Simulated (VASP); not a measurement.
## PbF2: single point with PBEsol

The system is PbF2.

```
Pb F
1.0
     0.00000    2.96366    2.96366
     2.96366    0.00000    2.96366
     2.96366    2.96366    0.00000
Pb F
1 2
Direct
  0.98240 0.99974 0.00207
  0.75164 0.74372 0.76022
  0.26519 0.24966 0.24220
```

```yaml
Program: VASP 6.6.1
Task: single point
Functional: PBEsol
Potentials_or_basis: VASP PAW PBE potentials, release 64 (Pb_d, F)
Cutoff: 600 eV
k_mesh: 11 × 11 × 11
Occupations: gaussian, width 0.05 eV
Spin: no spin polarisation
Dipole_correction: no
Further_INCAR_settings: ALGO = Normal; EDIFF = 1e-06; NBANDS = 21
```

- Pressure: -1.0 GPa
- Largest force: 0.204 eV/Å
- Band gap on the k mesh: 4.28 eV (least direct gap 4.50 eV)

Forces on the atoms (eV/Å):
```
Pb  -0.028  0.110  0.100
F   -0.076 -0.073  0.072
F    0.104 -0.037 -0.172
```

Stress tensor (GPa, compression positive):
```
-1.04 -0.47  0.04
-0.47 -0.99  0.41
 0.04  0.41 -0.98
```

Levels at points of the mesh, in eV from the valence-band top:
| k point | band 11 | band 12 | band 13 | band 14 | band 15 | band 16 | band 17 | band 18 |
| --- | --- | --- | --- | --- | --- | --- | --- | --- |
| (0.00, 0.00, 0.00) | -2.52 | -2.05 | -2.01 | -1.96 | 6.54 | 6.68 | 6.78 | 10.47 |

Run time: 5.1 min on 1 thread of Intel(R) Xeon(R) 6975P-C (Granite Rapids), on a shared host, peak memory 0.84 GiB.

Caveat: the PAW data sets were made with another functional, which shifts forces and pressure a little; spin-orbit coupling is left out, which moves the levels of the heavy elements. A k mesh can miss the band edges.
